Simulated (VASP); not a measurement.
Wanted: the native input for a VASP 6.6.1 run.

```
Task                   : single point
Functional             : r2SCAN
Potentials or basis    : VASP PAW PBE potentials, release 64 (Al)
Cutoff                 : 520 eV
k mesh                 : 30 × 30 × 14
Occupations            : gaussian, width 0.15 eV
Spin                   : no spin polarisation
Dipole correction      : no
Further INCAR settings : ALGO = Normal; EDIFF = 1e-07; NBANDS = 10
```

Al:

```xyz
2
Lattice="2.8081 0.0000 0.0000 -1.4040 2.4319 0.0000 0.0000 0.0000 4.6891" Properties=species:S:1:pos:R:3 pbc="T T T"
Al    1.4040    0.8106    3.5168
Al    0.0000    1.6212    1.1723
```

This isn't the form of Al at room conditions, which is fcc.

One way to write it, as run:

POSCAR

```
Al
1.0
    2.8080863938      0.0000000000      0.0000000000
   -1.4040431969      2.4318741530      0.0000000000
    0.0000000000      0.0000000000      4.6890806101
Al
2
Direct
    0.6666666667      0.3333333333      0.7500000000
    0.3333333333      0.6666666667      0.2500000000
```

INCAR.step1

```
ALGO = Normal ; EDIFF = 1E-4
ENCUT = 520 ; GGA = PE
ISMEAR = 0 ; LASPH = T
LCHARG = F ; LREAL = F
LWAVE = T ; NBANDS = 10
NELM = 60 ; PREC = Accurate
SIGMA = 0.15
```

INCAR.step2

```
ALGO = Normal ; EDIFF = 1E-7
ENCUT = 520 ; ISIF = 2
ISMEAR = 0 ; ISTART = 1
LASPH = T ; LCHARG = F
LMIXTAU = T ; LREAL = F
LWAVE = F ; METAGGA = R2SCAN
NBANDS = 10 ; NELM = 60
PREC = Accurate ; SIGMA = 0.15
```

KPOINTS

```
k-points
0
Gamma
  30 30 14
```

Potentials or basis: VASP PAW PBE potentials, release 64 (Al).

The run is started by

```console
$ cat potpaw_PBE.64/Al/POTCAR > POTCAR
$ cp INCAR.step1 INCAR
$ mpirun -np 1 vasp_std > vasp.out
$ cp INCAR.step2 INCAR
$ mpirun -np 1 vasp_std > vasp.out
```

It gave:

```
Pressure               : -0.3 GPa
Band gap on the k mesh : zero (bands 3 and 4 overlap by 7.59 eV)
```

Caveat: the PAW data sets were made with another functional, which shifts forces and pressure a little.

Wall time 14 min on 1 thread of AMD EPYC 9R45 (Zen 5), with other jobs on the host, peak memory 0.27 GiB.
